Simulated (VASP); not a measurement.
Here is a VASP 6.6.1 calculation.

The input POSCAR:

```
Nb
1.0
    0.0000000000      2.0851442534      2.0851442534
    2.0851442534      0.0000000000      2.0851442534
    2.0851442534      2.0851442534      0.0000000000
Nb
1
Direct
    0.0000000000      0.0000000000      0.0000000000
```

File INCAR.step1:

```
PREC = Accurate
ENCUT = 520
ISMEAR = 0
SIGMA = 0.1
LREAL = F
LASPH = T
NELM = 80
NBANDS = 12
GGA = PE
ALGO = Normal
EDIFF = 1E-4
LWAVE = T
LCHARG = F
```

INCAR.step2

```
PREC = Accurate
ENCUT = 520
EDIFF = 1E-6
ISMEAR = 0
SIGMA = 0.1
LREAL = F
LASPH = T
NELM = 80
ALGO = Normal
ISIF = 2
LWAVE = F
LCHARG = F
METAGGA = R2SCAN
LMIXTAU = T
NBANDS = 12
ISTART = 1
```

File KPOINTS:

```
regular mesh
0
Gamma
  18 18 18
```

Potentials or basis: VASP PAW PBE potentials, release 64 (Nb_sv).

The run is started by

```bash
$ cat potpaw_PBE.64/Nb_sv/POTCAR > POTCAR
$ cp INCAR.step1 INCAR
$ mpirun -np 1 vasp_std > vasp.out
$ cp INCAR.step2 INCAR
$ mpirun -np 1 vasp_std > vasp.out
```

Q: What does it give for the pressure?

A: 5.2 GPa.

Caveat: the PAW data sets were made with another functional, which shifts forces and pressure a little.
